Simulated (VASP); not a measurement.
Here is a VASP 6.6.1 calculation.

The input INCAR:

```
SYSTEM = Zn4HO4
PREC     = Accurate       ! precision mode
ENCUT    = 520            ! plane-wave cutoff, eV
EDIFF    = 1E-6           ! SCF threshold, eV
ISMEAR   = 0              ! smearing method
SIGMA    = 0.05           ! smearing width, eV
LREAL    = .False.        ! projectors in reciprocal space
LASPH    = .True.         ! aspherical terms in the spheres
NELM     = 100            ! most SCF steps
ALGO     = Normal         ! electronic algorithm
ISIF     = 2              ! what is computed and relaxed
LWAVE    = .False.        ! write WAVECAR
LCHARG   = .False.        ! write CHGCAR
GGA      = PS             ! functional
IBRION   = 2              ! ionic algorithm
NSW      = 60             ! ionic steps
EDIFFG   = -0.03          ! ionic threshold
KPAR     = 4
```

KPOINTS

```
Automatic mesh
0
Gamma
  4 4 8
  0 0 0
```

POSCAR

```
Zn4HO4
1.0
    5.5148137916      0.0000000000      0.0000000000
    0.0000000000      5.5148137916      0.0000000000
    0.0000000000      0.0000000000      3.2430062931
Zn O H
4 4 1
Direct
    0.1820657240      0.1820657240      0.5000000000
    0.8179342760      0.8179342760      0.5000000000
    0.6820657240      0.3179342760      0.0000000000
    0.3179342760      0.6820657240      0.0000000000
    0.8180023132      0.1819976868      0.5000000000
    0.1819976868      0.8180023132      0.5000000000
    0.6819976868      0.6819976868      0.0000000000
    0.3180023132      0.3180023132      0.0000000000
    1.0000405349     -0.5180023132      0.0000000000
```

Potentials or basis: VASP PAW PBE potentials, release 64 (Zn, O, H).

The run is started by

```sh
$ cat potpaw_PBE.64/Zn/POTCAR potpaw_PBE.64/O/POTCAR potpaw_PBE.64/H/POTCAR > POTCAR
$ mpirun -np 4 vasp_std > vasp.out
```

Predict the band gap on the k mesh.

zero (an odd number of electrons rules out a gap without spin polarisation).

Estimate the energy gained by relaxing.

37.9 meV/atom.

Final structure:
```yaml
crystal:
  lattice:
    - [5.51481, 0.00000, 0.00000]
    - [0.00000, 5.51481, 0.00000]
    - [0.00000, 0.00000, 3.24301]
  atoms:
    - { symbol: Zn, position: [0.20861, 0.16046, 0.50000] }
    - { symbol: Zn, position: [0.79058, 0.83647, 0.50000] }
    - { symbol: Zn, position: [0.72106, 0.35048, 0.00000] }
    - { symbol: Zn, position: [0.27909, 0.64734, 0.00000] }
    - { symbol: O, position: [0.83993, 0.19070, 0.50000] }
    - { symbol: O, position: [0.15847, 0.80588, 0.50000] }
    - { symbol: O, position: [0.63616, 0.70856, 0.00000] }
    - { symbol: O, position: [0.36413, 0.28828, 0.00000] }
    - { symbol: H, position: [0.00201, 0.49383, 0.00000] }
```

Caveat: an odd number of electrons without spin polarisation forces a metal; a magnetic or distorted state may lie lower.
